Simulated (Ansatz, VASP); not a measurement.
# One calculation of TePb, two programs

The input INCAR:

```
ALGO = Normal
EDIFF = 1E-6
ENCUT = 500
GGA_COMPAT = False
ISIF = 2
ISMEAR = 0
LASPH = True
LCHARG = False
LREAL = False
LWAVE = False
NBANDS = 17
NELM = 120
PREC = Accurate
SIGMA = 0.01
```

Contents of KPOINTS:

```
k-points
0
Gamma
  5 5 5
```

File POSCAR:

```
TePb
1.0
    0.0000000000      3.2310000000      3.2310000000
    3.2310000000      0.0000000000      3.2310000000
    3.2310000000      3.2310000000      0.0000000000
Te Pb
1 1
Direct
    0.5000000000      0.5000000000      0.5000000000
    0.0000000000      0.0000000000      0.0000000000
```

Input for Ansatz:

```yaml
crystal:
  lattice:
    - [0.0, 3.231, 3.231]
    - [3.231, 0.0, 3.231]
    - [3.231, 3.231, 0.0]
  atoms:
    - { symbol: Te, position: [0.5, 0.5, 0.5] }
    - { symbol: Pb, position: [0.0, 0.0, 0.0] }
kpoints:
  mp_grid:
    grid: [5, 5, 5]
    shift: [0.0, 0.0, 0.0]
hamiltonian:
  xc: lda
  pseudopotentials:
    kind: paw
scf:
  occupations:
    method: fixed
output:
  write_density: true
  volumetric_format: npy
  elf: true
  bader: true
  stress: true
  eigenvalues: true
```

Alike in both runs: task single point; functional LDA; k mesh 5 × 5 × 5; no spin polarisation.

|  | VASP | Ansatz |
| --- | --- | --- |
| version | VASP 6.6.1 | Ansatz 0.2.0 |
| potentials or method | VASP PAW LDA potentials, release 64 (Te, Pb_d) | plane waves, PAW |
| plane-wave cutoff (eV) | 500 | 420 |
| occupations | gaussian, width 0.01 eV | fixed |
| valence electrons in the cell | 20 | 30 |

|  | VASP | Ansatz | Ansatz less VASP |
| --- | --- | --- | --- |
| pressure (GPa) | -1.7 | -1.7 | -0.06 |

LDA's correlation is that of Perdew and Zunger in VASP and of Perdew and Wang (1992) in Ansatz. VASP's potentials hold 20 valence electrons a cell and Ansatz's 30, so a difference there can come from the potentials and not from the codes.

Spin-orbit coupling is off throughout.
